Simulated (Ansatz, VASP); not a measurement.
# Two plane-wave programs on Si3IrRu

```
Si Ru Ir
1.0
     3.97627    0.00000    0.00000
    -1.98813    3.44355    0.00000
     0.00000    0.00000    5.31475
Si Ru Ir
3 1 1
Direct
  0.00000 0.00000 0.97182
  0.66667 0.33333 0.37091
  0.33333 0.66667 0.63707
  0.66667 0.33333 0.83550
  0.33333 0.66667 0.18470
```

Alike in both runs: functional PBE; k mesh 5 × 5 × 3; occupations gaussian, width 0.2 eV; no spin polarisation.

Ansatz relaxed the structure, and its values are those at the end. VASP's run is a single point on that final structure, the one shown.

|  | VASP | Ansatz |
| --- | --- | --- |
| version | VASP 6.6.1 | Ansatz 0.2.0 |
| potentials or method | VASP PAW PBE potentials, release 64 (Si, Ru_pv, Ir), cutoff 500 eV | scalar-relativistic, plane waves, PAW |
| valence electrons in the cell | 35 | 45 |

|  | VASP | Ansatz | Ansatz less VASP |
| --- | --- | --- | --- |
| gap on the k mesh at the Fermi level (eV) | none | none | - |
| pressure (GPa) | 0.1 | -0.1 | -0.12 |
| rms of the force components (eV/Å) | 0.026 | 0.025 | -0.0011 |

A gap of «none» marks a metal or a gap that the smearing closes. The functional is the same, so the differences come from potentials, cutoffs and numerics. VASP's potentials hold 35 valence electrons a cell and Ansatz's 45, so a difference there can come from the potentials and not from the codes.

The k mesh is coarse, so the values compare programs but aren't converged. Spin-orbit coupling is off throughout.
